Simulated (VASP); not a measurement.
# BeS (F-43m) in VASP: further runs

BeS is run at these levels: PBE; tasks: single point.

Everything below comes from runs of VASP 6.6.1. Logs are shortened: lines on timing, memory, paths and dates and some standing lists are left out, and cuts for length are marked.

## (1) The cell of the first run

It takes space group F-43m (No. 216, cubic). The conventional cell has a = 4.843 Å, b = 4.843 Å, c = 4.843 Å, α = 90.00°, β = 90.00°, γ = 90.00°. Be (site symmetry -43m) has 4 S at 2.10 Å within 2.8 Å. S (site symmetry -43m) has 4 Be at 2.10 Å within 2.8 Å.

## (2) Single point, PBE (volume scaled by 0.980)

Input file INCAR:

```
SYSTEM = BeS
ALGO     = Normal         ! electronic algorithm
EDIFF    = 1E-7           ! SCF threshold, eV
ENCUT    = 520            ! plane-wave cutoff, eV
GGA      = PE             ! functional
ISIF     = 2              ! what is computed and relaxed
ISMEAR   = 0              ! smearing method
LASPH    = .TRUE.         ! aspherical terms in the spheres
LCHARG   = .FALSE.        ! write CHGCAR
LREAL    = .FALSE.        ! projectors in reciprocal space
LWAVE    = .FALSE.        ! write WAVECAR
NBANDS   = 11             ! bands
NELM     = 100            ! most SCF steps
PREC     = Accurate       ! precision mode
SIGMA    = 0.05           ! smearing width, eV
```

Input file KPOINTS:

```
k-points
0
G
  12 12 12
  0 0 0
```

Input file POSCAR:

```
BeS
1.0
    0.0000000000      2.4216795959      2.4216795959
    2.4216795959      0.0000000000      2.4216795959
    2.4216795959      2.4216795959      0.0000000000
Be S
1 1
Direct
    0.0000000000      0.0000000000      0.0000000000
    0.7500000000      0.7500000000      0.7500000000
```

Potentials or basis: VASP PAW PBE potentials, release 64 (Be, S).

Command:

```console
$ cat potpaw_PBE.64/Be/POTCAR potpaw_PBE.64/S/POTCAR > POTCAR
$ mpirun -np 1 vasp_std > vasp.out
```

OUTCAR:

```text
SYSTEM = BeS
   EDIFF = 1E-7
   ENCUT = 520
   GGA = PE
   ISIF = 2
   ISMEAR = 0
   LASPH = .TRUE.
   LREAL = .FALSE.
   NELM = 100
   PREC = Accurate

 ion  position               nearest neighbor table
   1  0.000  0.000  0.000-   2 2.10   2 2.10   2 2.10   2 2.10
   2  0.750  0.750  0.750-   1 2.10   1 2.10   1 2.10   1 2.10

  LATTYP: Found a face centered cubic cell.
 ALAT       =     4.8433591918

  Lattice vectors:

 A1 = (   0.0000000000,   2.4216795959,   2.4216795959)
 A2 = (   2.4216795959,   0.0000000000,   2.4216795959)
 A3 = (   2.4216795959,   2.4216795959,   0.0000000000)

Analysis of symmetry for initial positions (statically):
=====================================================================
 Subroutine PRICEL returns:
 Original cell was already a primitive cell.

 Routine SETGRP: Setting up the symmetry group for a
 face centered cubic supercell.

 Subroutine GETGRP returns: Found 24 space group operations
 (whereof 24 operations were pure point group operations)
 out of a pool of 48 trial point group operations.

The static configuration has the point symmetry T_d .

Analysis of symmetry for dynamics (positions and initial velocities):
=====================================================================
 Subroutine PRICEL returns:
 Original cell was already a primitive cell.

 Routine SETGRP: Setting up the symmetry group for a
 face centered cubic supercell.

 Subroutine GETGRP returns: Found 24 space group operations
 (whereof 24 operations were pure point group operations)
 out of a pool of 48 trial point group operations.

The dynamic configuration has the point symmetry T_d .

 Subroutine INISYM returns: Found 24 space group operations
 (whereof 24 operations are pure point group operations),
 and found     1 'primitive' translations

----------------------------------------------------------------------------------------

                                     Primitive cell

  volume of cell :      28.4040

  direct lattice vectors                    reciprocal lattice vectors
     0.000000000  2.421679596  2.421679596    -0.206468271  0.206468271  0.206468271
     2.421679596  0.000000000  2.421679596     0.206468271 -0.206468271  0.206468271
     2.421679596  2.421679596  0.000000000     0.206468271  0.206468271 -0.206468271

  length of vectors
     3.424772128  3.424772128  3.424772128     0.357613536  0.357613536  0.357613536

  position of ions in fractional coordinates (direct lattice)
     0.000000000  0.000000000  0.000000000
     0.750000000  0.750000000  0.750000000

  ion indices of the primitive-cell ions
   primitive index   ion index
                 1           1
[... 79 lines left out ...]
   ISIF   =      2    stress and relaxation
   ISYM   =      2    0-nonsym 1-usesym 2-fastsym
   POTIM  = 0.5000    time-step for ionic-motion
   TEBEG  =    0.0;   TEEND  =   0.0 temperature during run
   PSTRESS=    0.0 pullay stress
   NELECT =       8.0000    total number of electrons
   NUPDOWN=      -1.0000    fix difference up-down
   EMIN   =  10.00;   EMAX   =-10.00  energy-range for DOS
   EFERMI =   0.00;   METHOD = LEGACY
   ISMEAR =     0;   SIGMA  =   0.05  broadening in eV -4-tet -1-fermi 0-gaus
   EFERMI_NEDOS =   21; number of points for ismear=-14 and -15
   IALGO  =     38    algorithm
   IMIX   =      4    mixing-type and parameters
     AMIX     =   0.40;   BMIX     =  1.00
     AMIX_MAG =   1.60;   BMIX_MAG =  1.00
  volume/ion in A,a.u.               =      14.20        95.84
  Fermi-wavevector in a.u.,A,eV,Ry     =   1.073111  2.027887 15.668035  1.151568
  Thomas-Fermi vector in A             =   2.208901
   LORBIT       =      0    0 simple, 1 ext, 2 COOP (PROOUT), +10 PAW based schemes
   GGA     = PE    functional components
   LHFCALC =     F    Hartree Fock is set to
   AEXX    =    0.0000 exact exchange contribution
   IVDW    =     0    specifies the selected vdW correction
   LEPSILON=     F    determine dielectric tensor
   LRPA    =     F    only Hartree local field effects (RPA)
 non-spin polarized calculation
 Gauss-broadening in eV      SIGMA  =   0.05
  energy-cutoff  :      520.00
  volume of cell :       28.40
 maximum number of plane-waves:       778
 NGX is ok and might be reduce to    28
   NGX = 13   NGY = 13   NGZ = 13

 number of electron       7.9999999 magnetization

 Free energy of the ion-electron system (eV)
  ---------------------------------------------------
  ext. energy  EPLUGINS =         0.00000000
  ---------------------------------------------------
  free energy    TOTEN  =       -10.00987558 eV

  energy without entropy =      -10.00987558  energy(sigma->0) =      -10.00987558

 E-fermi :   4.4909     XC(G=0):  -9.7478

 val. band max:        4.2174805137   @ k =   0.0000   0.0000   0.0000
 cond. band min:       7.3191176619   @ k =   0.5000   0.5000   0.0000
 fundamental gap:      3.1016371482
 Fermi energy:         4.4908670324

 k-point     1 :       0.0000    0.0000    0.0000
  band No.  band energies     occupation
      1      -9.5031      2.00000
      2       4.2175      2.00000
      3       4.2175      2.00000
      4       4.2175      2.00000
      5       9.8855      0.00000
      6       9.8855      0.00000
      7       9.8855      0.00000
      8      10.1385      0.00000
      9      17.0393      0.00000
     10      17.0393      0.00000
     11      19.1219      0.00000
[... 309 lines left out ...]
 k-point    24 :      -0.4167    0.1667    0.0000
  band No.  band energies     occupation
      1      -7.7243      2.00000
      2      -1.2388      2.00000
      3       1.8525      2.00000
      4       2.8370      2.00000
      5       9.8279      0.00000
      6      11.5920      0.00000
      7      11.8512      0.00000
      8      15.1817      0.00000
      9      17.1090      0.00000
     10      17.6266      0.00000
     11      20.7657      0.00000

 [... further k-points ...]
[... 5 lines left out ...]
  --------------------------------------------------------------------------------------
  -------------------------------------------------------------------------------------
  Total        0.3471065      0.3471065      0.3471065      0.0000000     -0.0000000      0.0000000
  in kB       19.5791229     19.5791229     19.5791229      0.0000000     -0.0000000      0.0000000
  external PRESSURE =      19.5791229 kB  Pullay stress =       0.0000000 kB

 VOLUME and BASIS-vectors are now :
 -----------------------------------------------------------------------------
  energy-cutoff  :      520.00
  volume of cell :       28.40
      direct lattice vectors                 reciprocal lattice vectors
     0.000000000  2.421679596  2.421679596    -0.206468271  0.206468271  0.206468271
     2.421679596  0.000000000  2.421679596     0.206468271 -0.206468271  0.206468271
     2.421679596  2.421679596  0.000000000     0.206468271  0.206468271 -0.206468271

 POSITION                                       TOTAL-FORCE (eV/Angst)
 -----------------------------------------------------------------------------------
      0.00000      0.00000      0.00000         0.000000      0.000000     -0.000000
      3.63252      3.63252      3.63252        -0.000000     -0.000000      0.000000
 -----------------------------------------------------------------------------------
    total drift:                               -0.000000     -0.000000     -0.000000

  FREE ENERGIE OF THE ION-ELECTRON SYSTEM (eV)
  ---------------------------------------------------
  free  energy   TOTEN  =       -10.0098755827 eV

  energy  without entropy=      -10.0098755827  energy(sigma->0) =      -10.00987558
```

Run time: 11 s. Hardware: 1 thread of Intel Xeon 6975P-C (Granite Rapids), shared host; peak memory 0.16 GiB.

What came out:

| Item | Value |
| --- | --- |
| Free energy | -10.0099 eV |
| Pressure | 2.0 GPa |
| Band gap on the k mesh | 3.10 eV, indirect (least direct gap 5.67 eV) |

 A k mesh can miss the band edges.

## (3) Single point, PBE (volume scaled by 1.020)

Input file INCAR:

```
SYSTEM = BeS
ALGO     = Normal         ! electronic algorithm
EDIFF    = 1E-6           ! SCF threshold, eV
ENCUT    = 520            ! plane-wave cutoff, eV
GGA      = PE             ! functional
ISIF     = 2              ! what is computed and relaxed
ISMEAR   = 0              ! smearing method
LASPH    = .True.         ! aspherical terms in the spheres
LCHARG   = .False.        ! write CHGCAR
LREAL    = .False.        ! projectors in reciprocal space
LWAVE    = .False.        ! write WAVECAR
NBANDS   = 11             ! bands
NELM     = 100            ! most SCF steps
PREC     = Accurate       ! precision mode
SIGMA    = 0.05           ! smearing width, eV
```

Input file KPOINTS:

```
k-points
0
Gamma
  12 12 12
  0 0 0
```

Input file POSCAR:

```
BeS
1.0
    0.0000000000      2.4541892415      2.4541892415
    2.4541892415      0.0000000000      2.4541892415
    2.4541892415      2.4541892415      0.0000000000
Be S
1 1
Direct
    0.0000000000      0.0000000000      0.0000000000
    0.7500000000      0.7500000000      0.7500000000
```

Potentials or basis: VASP PAW PBE potentials, release 64 (Be, S).

Command:

```console
$ cat potpaw_PBE.64/Be/POTCAR potpaw_PBE.64/S/POTCAR > POTCAR
$ mpirun -np 1 vasp_std > vasp.out
```

Wall time 9.7 s (1 thread of Intel Xeon 6975P-C (Granite Rapids), shared host); peak memory 0.16 GiB.

It converged, with:

| Item | Value |
| --- | --- |
| Free energy | -10.0104 eV |
| Pressure | -1.8 GPa |
| Band gap on the k mesh | 3.19 eV, indirect (least direct gap 5.59 eV) |

Levels at points of the mesh, in eV from the valence-band top:
| k point | band 1 | band 2 | band 3 | band 4 | band 5 | band 6 | band 7 | band 8 | band 9 |
| --- | --- | --- | --- | --- | --- | --- | --- | --- | --- |
| (0.00, 0.00, 0.00) | -13.46 | 0.00 | 0.00 | 0.00 | 5.59 | 5.68 | 5.68 | 5.68 | 12.74 |
| (0.50, 0.00, 0.00) | -11.94 | -5.56 | -0.99 | -0.99 | 5.35 | 6.57 | 6.57 | 11.03 | 14.77 |
| (0.50, 0.50, 0.00) | -11.43 | -4.84 | -2.52 | -2.52 | 3.19 | 4.94 | 12.49 | 12.49 | 15.09 |

 A k mesh can miss the band edges.

## (4) Single point, PBE (volume scaled by 1.040)

Input file INCAR:

```
SYSTEM = BeS
PREC = Accurate
ENCUT = 520
EDIFF = 1E-7
ISMEAR = 0
SIGMA = 0.05
LREAL = .FALSE.
LASPH = .TRUE.
NELM = 60
ALGO = Normal
ISIF = 2
LWAVE = .FALSE.
LCHARG = .FALSE.
GGA = PE
NBANDS = 11
```

Input file KPOINTS:

```
Automatic mesh
0
G
  12 12 12
  0 0 0
```

Input file POSCAR:

```
BeS
1.0
    0.0000000000      2.4701259818      2.4701259818
    2.4701259818      0.0000000000      2.4701259818
    2.4701259818      2.4701259818      0.0000000000
Be S
1 1
Direct
    0.0000000000      0.0000000000      0.0000000000
    0.7500000000      0.7500000000      0.7500000000
```

Potentials or basis: VASP PAW PBE potentials, release 64 (Be, S).

Command:

```console
$ cat potpaw_PBE.64/Be/POTCAR potpaw_PBE.64/S/POTCAR > POTCAR
$ mpirun -np 1 vasp_std > vasp.out
```

OUTCAR:

```text
SYSTEM = BeS
   PREC = Accurate
   ENCUT = 520
   EDIFF = 1E-7
   ISMEAR = 0
   LREAL = .FALSE.
   LASPH = .TRUE.
   NELM = 60
   ISIF = 2
   GGA = PE

 ion  position               nearest neighbor table
   1  0.000  0.000  0.000-   2 2.14   2 2.14   2 2.14   2 2.14
   2  0.750  0.750  0.750-   1 2.14   1 2.14   1 2.14   1 2.14

  LATTYP: Found a face centered cubic cell.
 ALAT       =     4.9402519636

  Lattice vectors:

 A1 = (   0.0000000000,   2.4701259818,   2.4701259818)
 A2 = (   2.4701259818,   0.0000000000,   2.4701259818)
 A3 = (   2.4701259818,   2.4701259818,   0.0000000000)

Analysis of symmetry for initial positions (statically):
=====================================================================
 Subroutine PRICEL returns:
 Original cell was already a primitive cell.

 Routine SETGRP: Setting up the symmetry group for a
 face centered cubic supercell.

 Subroutine GETGRP returns: Found 24 space group operations
 (whereof 24 operations were pure point group operations)
 out of a pool of 48 trial point group operations.

The static configuration has the point symmetry T_d .

Analysis of symmetry for dynamics (positions and initial velocities):
[... 167 lines left out ...]
 k-point     1 :       0.0000    0.0000    0.0000
  band No.  band energies     occupation
      1      -9.7149      2.00000
      2       3.6182      2.00000
      3       3.6182      2.00000
      4       3.6182      2.00000
      5       9.0450      0.00000
      6       9.3042      0.00000
      7       9.3042      0.00000
      8       9.3042      0.00000
      9      16.3218      0.00000
     10      16.3218      0.00000
     11      18.0630      0.00000
[... 309 lines left out ...]
 k-point    24 :      -0.4167    0.1667    0.0000
  band No.  band energies     occupation
      1      -8.1106      2.00000
      2      -1.4852      2.00000
      3       1.4151      2.00000
      4       2.3466      2.00000
      5       9.2017      0.00000
      6      10.7771      0.00000
      7      11.1829      0.00000
      8      14.2296      0.00000
      9      16.1756      0.00000
     10      16.8246      0.00000
     11      19.7992      0.00000

 [... further k-points ...]
[... 5 lines left out ...]
  --------------------------------------------------------------------------------------
  -------------------------------------------------------------------------------------
  Total       -0.6341639     -0.6341639     -0.6341639     -0.0000000      0.0000000     -0.0000000
  in kB      -33.7073654    -33.7073654    -33.7073654     -0.0000000      0.0000000     -0.0000000
  external PRESSURE =     -33.7073654 kB  Pullay stress =       0.0000000 kB

 VOLUME and BASIS-vectors are now :
 -----------------------------------------------------------------------------
  energy-cutoff  :      520.00
  volume of cell :       30.14
      direct lattice vectors                 reciprocal lattice vectors
     0.000000000  2.470125982  2.470125982    -0.202418825  0.202418825  0.202418825
     2.470125982  0.000000000  2.470125982     0.202418825 -0.202418825  0.202418825
     2.470125982  2.470125982  0.000000000     0.202418825  0.202418825 -0.202418825

 POSITION                                       TOTAL-FORCE (eV/Angst)
 -----------------------------------------------------------------------------------
      0.00000      0.00000      0.00000        -0.000000     -0.000000      0.000000
      3.70519      3.70519      3.70519         0.000000      0.000000     -0.000000
 -----------------------------------------------------------------------------------
    total drift:                                0.000000      0.000000      0.000000

  FREE ENERGIE OF THE ION-ELECTRON SYSTEM (eV)
  ---------------------------------------------------
  free  energy   TOTEN  =       -10.0012399319 eV

  energy  without entropy=      -10.0012399319  energy(sigma->0) =      -10.00123993
```

stdout:

```text
POSCAR found type information on POSCAR BeS
 POSCAR found :  2 types and       2 ions
 scaLAPACK will be used
 LDA part: xc-table for (Slater+PW92), standard interpolation
 POSCAR, INCAR and KPOINTS ok, starting setup
 FFT: planning ... GRIDC
 FFT: planning ... GRID_SOFT
 FFT: planning ... GRID
 WAVECAR not read
 entering main loop
```

It took 11 s on 1 thread of Intel Xeon 6975P-C (Granite Rapids), shared host; peak memory 0.16 GiB.

Results:

* Free energy: -10.0012 eV
* Pressure: -3.4 GPa
* Band gap on the k mesh: 3.23 eV, indirect (least direct gap 5.43 eV)

 A k mesh can miss the band edges.

## (5) The runs side by side

```csv
cell,gap on the mesh (eV),pressure (GPa)
"a = 3.425 Å, angles 60.0°, 2 atoms",3.10,2.0
"a = 3.471 Å, angles 60.0°, 2 atoms",3.19,-1.8
"a = 3.493 Å, angles 60.0°, 2 atoms",3.23,-3.4
```

Alike in all rows: task single point; level PBE; potentials or basis VASP PAW PBE potentials, release 64 (Be, S); no spin polarisation; k mesh 12 × 12 × 12; cutoff (eV) 520; smearing gaussian 0.05 eV.

Absolute energies hang on the potentials; compare differences alone.
